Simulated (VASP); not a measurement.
# GeSb4Te7 (P-3m1) in VASP: notebook, part 2 of 2

VASP 6.6.1. The steps go on from the part before.

## Step 6: Single point, PBE

This run uses another cell than the first one, of 32.68 Å³/atom.

INCAR reads:

```
SYSTEM = GeSb4Te7
  PREC = Accurate
  ENCUT = 520
  EDIFF = 1E-6
  ISMEAR = 0
  SIGMA = 0.02
  LREAL = .FALSE.
  LASPH = .TRUE.
  NELM = 60
  ALGO = Normal
  ISIF = 2
  LWAVE = .FALSE.
  LCHARG = .FALSE.
  GGA = PE
  NBANDS = 50
```

KPOINTS reads:

```
Automatic mesh
0
G
  12 12 2
  0 0 0
```

POSCAR reads:

```
GeSb4Te7
1.0
    4.2339927260      0.0000000000      0.0000000000
   -2.1169963630      3.6667452602      0.0000000000
    0.0000000000      0.0000000000     25.2577529839
Ge Sb Te
1 4 7
Direct
    0.0000000000      0.0000000000      0.5000000000
    0.6666666667      0.3333333333      0.9194909064
    0.3333333333      0.6666666667      0.3504651712
    0.3333333333      0.6666666667      0.0805090936
    0.6666666667      0.3333333333      0.6495348288
    0.3333333333      0.6666666667      0.8505098002
    0.6666666667      0.3333333333      0.1494901998
    0.0000000000      0.0000000000      0.7182597554
    0.6666666667      0.3333333333      0.4318353765
    0.3333333333      0.6666666667      0.5681646235
    0.0000000000      0.0000000000      0.0000000000
    0.0000000000      0.0000000000      0.2817402446
```

Potentials or basis: VASP PAW PBE potentials, release 64 (Ge_d, Sb, Te).

Launch:

```console
$ cat potpaw_PBE.64/Ge_d/POTCAR potpaw_PBE.64/Sb/POTCAR potpaw_PBE.64/Te/POTCAR > POTCAR
$ mpirun -np 1 vasp_std > vasp.out
```

OUTCAR:

```text
SYSTEM = GeSb4Te7
   PREC = Accurate
   ENCUT = 520
   EDIFF = 1E-6
   ISMEAR = 0
   LREAL = .FALSE.
   LASPH = .TRUE.
   NELM = 60
   ISIF = 2
   GGA = PE

 ion  position               nearest neighbor table
   1  0.000  0.000  0.500-   9 2.99  10 2.99   9 2.99  10 2.99   9 2.99  10 2.99
   2  0.667  0.333  0.919-   6 3.00   6 3.00   6 3.00  11 3.18  11 3.18  11 3.18
   3  0.333  0.667  0.350-  12 3.00  12 3.00  12 3.00   9 3.19   9 3.19   9 3.19
   4  0.333  0.667  0.081-   7 3.00   7 3.00   7 3.00  11 3.18  11 3.18  11 3.18
   5  0.667  0.333  0.650-   8 3.00   8 3.00   8 3.00  10 3.19  10 3.19  10 3.19
   6  0.333  0.667  0.851-   2 3.00   2 3.00   2 3.00
   7  0.667  0.333  0.149-   4 3.00   4 3.00   4 3.00
[... 1504 lines left out ...]
  energy-cutoff  :      520.00
  volume of cell :      392.13
      direct lattice vectors                 reciprocal lattice vectors
     4.233992726  0.000000000  0.000000000     0.236183684  0.136360714  0.000000000
    -2.116996363  3.666745260  0.000000000     0.000000000  0.272721427  0.000000000
     0.000000000  0.000000000 25.257752984     0.000000000  0.000000000  0.039591804

 POSITION                                       TOTAL-FORCE (eV/Angst)
 -----------------------------------------------------------------------------------
      0.00000      0.00000     12.62888        -0.000000      0.000000     -0.000000
      2.11700      1.22225     23.22427         0.000000     -0.000000      0.026722
     -0.00000      2.44450      8.85196        -0.000000      0.000000      0.026039
     -0.00000      2.44450      2.03348        -0.000000      0.000000     -0.026722
      2.11700      1.22225     16.40579        -0.000000     -0.000000     -0.026039
     -0.00000      2.44450     21.48197        -0.000000      0.000000     -0.017031
      2.11700      1.22225      3.77579         0.000000     -0.000000      0.017031
      0.00000      0.00000     18.14163         0.000000     -0.000000      0.017192
      2.11700      1.22225     10.90719         0.000000     -0.000000     -0.011074
     -0.00000      2.44450     14.35056         0.000000      0.000000      0.011074
      0.00000      0.00000      0.00000        -0.000000      0.000000     -0.000000
      0.00000      0.00000      7.11613        -0.000000      0.000000     -0.017192
 -----------------------------------------------------------------------------------
    total drift:                                0.000000      0.000000      0.000000

  FREE ENERGIE OF THE ION-ELECTRON SYSTEM (eV)
  ---------------------------------------------------
  free  energy   TOTEN  =       -44.4707226828 eV

  energy  without entropy=      -44.4707226828  energy(sigma->0) =      -44.47072268
```

OSZICAR:

```text
N       E                     dE             d eps       ncg     rms          rms(c)
DAV:   1     0.563440084690E+03    0.56344E+03   -0.27266E+04  4018   0.152E+03
DAV:   2     0.429008671991E+02   -0.52054E+03   -0.49734E+03  4176   0.314E+02
DAV:   3    -0.392678180043E+02   -0.82169E+02   -0.78401E+02  4574   0.121E+02
DAV:   4    -0.445832885975E+02   -0.53155E+01   -0.51827E+01  4562   0.334E+01
DAV:   5    -0.448036845103E+02   -0.22040E+00   -0.21930E+00  5528   0.685E+00    0.124E+01
DAV:   6    -0.444520671883E+02    0.35162E+00   -0.61893E-01  5320   0.343E+00    0.840E+00
DAV:   7    -0.445749238359E+02   -0.12286E+00   -0.88796E-01  4810   0.431E+00    0.202E+00
DAV:   8    -0.444847031474E+02    0.90221E-01   -0.43989E-01  5104   0.371E+00    0.112E+00
DAV:   9    -0.444695397763E+02    0.15163E-01   -0.65202E-02  4624   0.131E+00    0.762E-01
DAV:  10    -0.444704335813E+02   -0.89381E-03   -0.30138E-02  4478   0.535E-01    0.418E-01
DAV:  11    -0.444705967706E+02   -0.16319E-03   -0.18191E-03  5352   0.230E-01    0.150E-01
DAV:  12    -0.444707175763E+02   -0.12081E-03   -0.11213E-03  4826   0.146E-01    0.652E-02
DAV:  13    -0.444707229794E+02   -0.54031E-05   -0.15687E-04  4528   0.478E-02    0.376E-02
DAV:  14    -0.444707203535E+02    0.26259E-05   -0.20699E-05  5004   0.272E-02    0.144E-02
DAV:  15    -0.444707226114E+02   -0.22579E-05   -0.19227E-05  4350   0.172E-02    0.581E-03
DAV:  16    -0.444707226828E+02   -0.71382E-07   -0.95810E-07  2604   0.410E-03
   1 F= -.44470723E+02 E0= -.44470723E+02  d E =-.621857E-21
```

stdout:

```text
POSCAR found type information on POSCAR GeSbTe
 POSCAR found :  3 types and      12 ions
 scaLAPACK will be used
 LDA part: xc-table for (Slater+PW92), standard interpolation
 POSCAR, INCAR and KPOINTS ok, starting setup
 FFT: planning ... GRIDC
 FFT: planning ... GRID_SOFT
 FFT: planning ... GRID
 WAVECAR not read
 entering main loop
```

Run time: 12 min. Hardware: 1 thread of Oxide Virtual Turin-like, shared host; peak memory 0.85 GiB.

What came out:

```
Free energy            : -44.4707 eV
Pressure               : 1.0 GPa
Largest force          : 0.027 eV/Å
Band gap on the k mesh : 0.50 eV
```

Forces in eV/Å, atoms in the order of the input:
```
Ge   0.000  0.000  0.000
Sb   0.000  0.000  0.027
Sb   0.000  0.000  0.026
Sb   0.000  0.000 -0.027
Sb   0.000  0.000 -0.026
Te   0.000  0.000 -0.017
Te   0.000  0.000  0.017
Te   0.000  0.000  0.017
Te   0.000  0.000 -0.011
Te   0.000  0.000  0.011
Te   0.000  0.000  0.000
Te   0.000  0.000 -0.017
```

Levels at points of the mesh, in eV from the valence-band top:
```tsv
k point	band 35	band 36	band 37	band 38	band 39	band 40	band 41	band 42
(0.00, 0.00, 0.00)	-0.98	-0.98	-0.24	-0.11	0.58	0.66	0.70	0.70
(0.50, 0.00, 0.00)	-1.31	-1.27	-1.09	-0.93	0.79	0.79	1.09	1.14
(0.00, 0.00, 0.50)	-0.97	-0.77	-0.40	0.00	0.50	0.67	0.67	0.72
(0.50, 0.00, 0.50)	-1.38	-1.22	-1.21	-0.71	0.54	0.65	1.05	1.08
```

Caveat: spin-orbit coupling is left out, which moves the levels of the heavy elements; this functional lacks dispersion, which binds the layers, so the pressure and a relaxed spacing across them are unreliable. A k mesh can miss the band edges.

## Step 7: Single point, PBE (biaxial strain in the a-b plane: -2.0 %)

INCAR reads:

```
ALGO = Normal
EDIFF = 1E-6
ENCUT = 520
GGA = PE
ISIF = 2
ISMEAR = 0
LASPH = T
LCHARG = F
LREAL = F
LWAVE = F
NBANDS = 50
NELM = 80
PREC = Accurate
SIGMA = 0.02
```

KPOINTS reads:

```
k-points
0
Gamma
  12 12 2
```

POSCAR reads:

```
GeSb4Te7
1.0
    4.2339927260      0.0000000000      0.0000000000
   -2.1169963630      3.6667452602      0.0000000000
    0.0000000000      0.0000000000     24.8645914894
Ge Sb Te
1 4 7
Direct
    0.0000000000      0.0000000000      0.5000000000
    0.6666666667      0.3333333333      0.9187155944
    0.3333333333      0.6666666667      0.3488174997
    0.3333333333      0.6666666667      0.0812844056
    0.6666666667      0.3333333333      0.6511825003
    0.3333333333      0.6666666667      0.8491992741
    0.6666666667      0.3333333333      0.1508007259
    0.0000000000      0.0000000000      0.7204257256
    0.6666666667      0.3333333333      0.4310323998
    0.3333333333      0.6666666667      0.5689676002
    0.0000000000      0.0000000000      0.0000000000
    0.0000000000      0.0000000000      0.2795742744
```

Potentials or basis: VASP PAW PBE potentials, release 64 (Ge_d, Sb, Te).

Launch:

```console
$ cat potpaw_PBE.64/Ge_d/POTCAR potpaw_PBE.64/Sb/POTCAR potpaw_PBE.64/Te/POTCAR > POTCAR
$ mpirun -np 1 vasp_std > vasp.out
```

OUTCAR:

```text
EDIFF = 1E-6
   ENCUT = 520
   GGA = PE
   ISIF = 2
   ISMEAR = 0
   LASPH = T
   LREAL = F
   NELM = 80
   PREC = Accurate

 ion  position               nearest neighbor table
   1  0.000  0.000  0.500-   9 2.99  10 2.99   9 2.99  10 2.99   9 2.99  10 2.99
   2  0.667  0.333  0.919-   6 2.99   6 2.99   6 2.99  11 3.17  11 3.17  11 3.17
   3  0.333  0.667  0.349-  12 2.99  12 2.99  12 2.99   9 3.19   9 3.19   9 3.19
   4  0.333  0.667  0.081-   7 2.99   7 2.99   7 2.99  11 3.17  11 3.17  11 3.17
   5  0.667  0.333  0.651-   8 2.99   8 2.99   8 2.99  10 3.19  10 3.19  10 3.19
   6  0.333  0.667  0.849-   2 2.99   2 2.99   2 2.99
   7  0.667  0.333  0.151-   4 2.99   4 2.99   4 2.99
   8  0.000  0.000  0.720-   5 2.99   5 2.99   5 2.99
   9  0.667  0.333  0.431-   1 2.99   1 2.99   1 2.99   3 3.19   3 3.19   3 3.19
  10  0.333  0.667  0.569-   1 2.99   1 2.99   1 2.99   5 3.19   5 3.19   5 3.19
  11  0.000  0.000  0.000-   2 3.17   4 3.17   2 3.17   4 3.17   2 3.17   4 3.17
  12  0.000  0.000  0.280-   3 2.99   3 2.99   3 2.99

  LATTYP: Found a hexagonal cell.
 ALAT       =     4.2339927260
 C/A-ratio  =     5.8726108188

  Lattice vectors:

 A1 = (   4.2339927260,   0.0000000000,   0.0000000000)
 A2 = (  -2.1169963630,   3.6667452602,   0.0000000000)
 A3 = (   0.0000000000,   0.0000000000,  24.8645914894)

Analysis of symmetry for initial positions (statically):
=====================================================================
 Subroutine PRICEL returns:
 Original cell was already a primitive cell.

 Routine SETGRP: Setting up the symmetry group for a
 hexagonal supercell.

 Subroutine GETGRP returns: Found 12 space group operations
 (whereof 12 operations were pure point group operations)
 out of a pool of 24 trial point group operations.

The static configuration has the point symmetry D_3d.

Analysis of symmetry for dynamics (positions and initial velocities):
=====================================================================
 Subroutine PRICEL returns:
 Original cell was already a primitive cell.

 Routine SETGRP: Setting up the symmetry group for a
 hexagonal supercell.

 Subroutine GETGRP returns: Found 12 space group operations
 (whereof 12 operations were pure point group operations)
 out of a pool of 24 trial point group operations.

The dynamic configuration has the point symmetry D_3d.

 Subroutine INISYM returns: Found 12 space group operations
 (whereof 12 operations are pure point group operations),
 and found     1 'primitive' translations

----------------------------------------------------------------------------------------

                                     Primitive cell

  volume of cell :     386.0221

  direct lattice vectors                    reciprocal lattice vectors
     4.233992726  0.000000000  0.000000000     0.236183684  0.136360714  0.000000000
    -2.116996363  3.666745260  0.000000000     0.000000000  0.272721427  0.000000000
     0.000000000  0.000000000 24.864591489     0.000000000  0.000000000  0.040217833

  length of vectors
     4.233992726  4.233992726 24.864591489     0.272721427  0.272721427  0.040217833

  position of ions in fractional coordinates (direct lattice)
     0.000000000  0.000000000  0.500000000
     0.666666667  0.333333333  0.918715594
[... 77 lines left out ...]
  0.333333  0.000000  0.500000      6.000000
 [... further k-points ...]
   k-points           NKPTS =     38   k-points in BZ     NKDIM =     38   number of bands    NBANDS=     50
   number of dos      NEDOS =    301   number of ions     NIONS =     12
   total plane-waves  NPLWV = 196608
   dimension x,y,z NGX =    32 NGY =   32 NGZ =  192
   dimension x,y,z NGXF=    64 NGYF=   64 NGZF=  384
   ions per type =               1   4   7
   NGX,Y,Z   is equivalent  to a cutoff of  12.56, 12.56, 12.84 a.u.
   NGXF,Y,Z  is equivalent  to a cutoff of  25.13, 25.13, 25.67 a.u.
 SYSTEM =  unknown system
   PREC   = accura    normal or accurate (medium, high low for compatibility)
   ISTART =      0    job   : 0-new  1-cont  2-samecut
   ICHARG =      2    charge: 1-file 2-atom 10-const
   ISPIN  =      1    spin polarized calculation?
   LNONCOLLINEAR =      F non collinear calculations
   LSORBIT =      F    spin-orbit coupling
   LASPH  =      T    aspherical Exc in radial PAW
   ENCUT  =  520.0 eV  38.22 Ry    6.18 a.u.   7.87  7.87 46.23*2*pi/ulx,y,z
   NELM   =     80;   NELMIN=  2; NELMDL= -5     # of ELM steps
   EDIFF  = 0.1E-05   stopping-criterion for ELM
   LREAL  =      F    real-space projection
   EDIFFG = 0.1E-04   stopping-criterion for IOM
   NSW    =      0    number of steps for IOM
   IBRION =     -1    ionic relax: 0-MD 1-quasi-New 2-CG
   NFREE  =      0    steps in history (QN), initial steepest desc. (CG)
   ISIF   =      2    stress and relaxation
   ISYM   =      2    0-nonsym 1-usesym 2-fastsym
   POTIM  = 0.5000    time-step for ionic-motion
   TEBEG  =    0.0;   TEEND  =   0.0 temperature during run
   PSTRESS=    0.0 pullay stress
   NELECT =      76.0000    total number of electrons
   NUPDOWN=      -1.0000    fix difference up-down
   EMIN   =  10.00;   EMAX   =-10.00  energy-range for DOS
   EFERMI =   0.00;   METHOD = LEGACY
   ISMEAR =     0;   SIGMA  =   0.02  broadening in eV -4-tet -1-fermi 0-gaus
   EFERMI_NEDOS =   21; number of points for ismear=-14 and -15
   IALGO  =     38    algorithm
   IMIX   =      4    mixing-type and parameters
     AMIX     =   0.40;   BMIX     =  1.00
     AMIX_MAG =   1.60;   BMIX_MAG =  1.00
  volume/ion in A,a.u.               =      32.17       217.08
  Fermi-wavevector in a.u.,A,eV,Ry     =   0.952376  1.799730 12.340768  0.907021
  Thomas-Fermi vector in A             =   2.080934
   LORBIT       =      0    0 simple, 1 ext, 2 COOP (PROOUT), +10 PAW based schemes
   GGA     = PE    functional components
   LHFCALC =     F    Hartree Fock is set to
   AEXX    =    0.0000 exact exchange contribution
   IVDW    =     0    specifies the selected vdW correction
   LEPSILON=     F    determine dielectric tensor
   LRPA    =     F    only Hartree local field effects (RPA)
 non-spin polarized calculation
 Gauss-broadening in eV      SIGMA  =   0.02
  energy-cutoff  :      520.00
  volume of cell :      386.02
 maximum number of plane-waves:     10452
 NGX is ok and might be reduce to    32
   NGX = 15   NGY = 15   NGZ = 93

 number of electron      76.0000024 magnetization

 Free energy of the ion-electron system (eV)
  ---------------------------------------------------
  ext. energy  EPLUGINS =         0.00000000
  ---------------------------------------------------
  free energy    TOTEN  =       -44.46368475 eV

  energy without entropy =      -44.46368475  energy(sigma->0) =      -44.46368475

 E-fermi :   6.2902     XC(G=0):  -9.2038

 val. band max:        6.1482789945   @ k =   0.0000   0.0000   0.5000
 cond. band min:       6.5729354720   @ k =   0.0000   0.0000   0.5000
 fundamental gap:      0.4246564776
 Fermi energy:         6.2901877767

 k-point     1 :       0.0000    0.0000    0.0000
  band No.  band energies     occupation
      1     -18.6940      2.00000
      2     -18.6940      2.00000
      3     -18.6901      2.00000
      4     -18.6871      2.00000
      5     -18.6871      2.00000
      6      -7.0043      2.00000
[... 1261 lines left out ...]
     49       8.9853      0.00000
     50       9.3195      0.00000

 [... further k-points ...]
[... 5 lines left out ...]
  --------------------------------------------------------------------------------------
  -------------------------------------------------------------------------------------
  Total        4.2678176      4.2678176      1.4473059      0.0000000      0.0000000      0.0000000
  in kB       17.7134948     17.7134948      6.0070154      0.0000000      0.0000000      0.0000000
  external PRESSURE =      13.8113350 kB  Pullay stress =       0.0000000 kB

 VOLUME and BASIS-vectors are now :
 -----------------------------------------------------------------------------
  energy-cutoff  :      520.00
  volume of cell :      386.02
      direct lattice vectors                 reciprocal lattice vectors
     4.233992726  0.000000000  0.000000000     0.236183684  0.136360714  0.000000000
    -2.116996363  3.666745260  0.000000000     0.000000000  0.272721427  0.000000000
     0.000000000  0.000000000 24.864591489     0.000000000  0.000000000  0.040217833

 POSITION                                       TOTAL-FORCE (eV/Angst)
 -----------------------------------------------------------------------------------
      0.00000      0.00000     12.43230        -0.000000      0.000000     -0.000000
      2.11700      1.22225     22.84349        -0.000000      0.000000      0.080471
     -0.00000      2.44450      8.67320         0.000000      0.000000      0.088755
     -0.00000      2.44450      2.02110         0.000000     -0.000000     -0.080471
      2.11700      1.22225     16.19139         0.000000     -0.000000     -0.088755
     -0.00000      2.44450     21.11499         0.000000     -0.000000     -0.108469
      2.11700      1.22225      3.74960        -0.000000      0.000000      0.108469
      0.00000      0.00000     17.91309         0.000000      0.000000      0.109260
      2.11700      1.22225     10.71744         0.000000      0.000000     -0.000162
     -0.00000      2.44450     14.14715         0.000000     -0.000000      0.000162
      0.00000      0.00000      0.00000        -0.000000      0.000000     -0.000000
      0.00000      0.00000      6.95150        -0.000000     -0.000000     -0.109260
 -----------------------------------------------------------------------------------
    total drift:                               -0.000000     -0.000000      0.000000

  FREE ENERGIE OF THE ION-ELECTRON SYSTEM (eV)
  ---------------------------------------------------
  free  energy   TOTEN  =       -44.4636847515 eV

  energy  without entropy=      -44.4636847515  energy(sigma->0) =      -44.46368475
```

Run time: 23 min. Hardware: 1 thread of Oxide Virtual Turin-like, shared host; peak memory 0.84 GiB.

What came out:

* Free energy: -44.4637 eV
* Pressure: 1.4 GPa
* Largest force: 0.109 eV/Å
* Band gap on the k mesh: 0.42 eV

Forces in eV/Å, atoms in the order of the input:
```
Ge   0.000  0.000  0.000
Sb   0.000  0.000  0.080
Sb   0.000  0.000  0.089
Sb   0.000  0.000 -0.080
Sb   0.000  0.000 -0.089
Te   0.000  0.000 -0.108
Te   0.000  0.000  0.108
Te   0.000  0.000  0.109
Te   0.000  0.000  0.000
Te   0.000  0.000  0.000
Te   0.000  0.000  0.000
Te   0.000  0.000 -0.109
```

Stress tensor (GPa, compression positive):
```
1.77 0.00 0.00
0.00 1.77 0.00
0.00 0.00 0.60
```

Caveat: the cell differs from its parent crystal (biaxial strain in the a-b plane: -2.0 %); spin-orbit coupling is left out, which moves the levels of the heavy elements; this functional lacks dispersion, which binds the layers, so the pressure and a relaxed spacing across them are unreliable. A k mesh can miss the band edges.

## Step 8: Summary

```tsv
cell	cutoff (eV)	gap on the mesh (eV)	pressure (GPa)	largest force (eV/Å)
a = 4.148, b = 4.148, c = 25.159 Å, angles 90.0, 90.0, 120.0°, 12 atoms, atomic positions A	520	0.38	3.5	0.33
a = 4.320, b = 4.320, c = 24.570 Å, angles 90.0, 90.0, 120.0°, 12 atoms, atomic positions B	520	0.36	0.0	0.02
a = 4.278, b = 4.278, c = 23.553 Å, angles 90.0, 90.0, 120.0°, 12 atoms, atomic positions C	500	0.10	1.6	0.03
a = 4.148, b = 4.148, c = 25.963 Å, angles 90.0, 90.0, 120.0°, 12 atoms, atomic positions D	520	0.36	2.0	0.03
a = 4.234, b = 4.234, c = 25.258 Å, angles 90.0, 90.0, 120.0°, 12 atoms, atomic positions A	520	0.50	1.0	0.03
a = 4.234, b = 4.234, c = 24.865 Å, angles 90.0, 90.0, 120.0°, 12 atoms, atomic positions B	520	0.42	1.4	0.11
```

Alike in all rows: task single point; level PBE; potentials or basis VASP PAW PBE potentials, release 64 (Ge_d, Sb, Te); no spin polarisation; k mesh 12 × 12 × 2; smearing gaussian 0.02 eV.

Caveats: spin-orbit coupling is left out, which moves the levels of the heavy elements; this functional lacks dispersion, which binds the layers, so the pressure and a relaxed spacing across them are unreliable (at least some runs); the cell stands under pressure (at least some runs).

Total energies depend on the potentials used, so only differences within one code and one set of settings carry meaning.
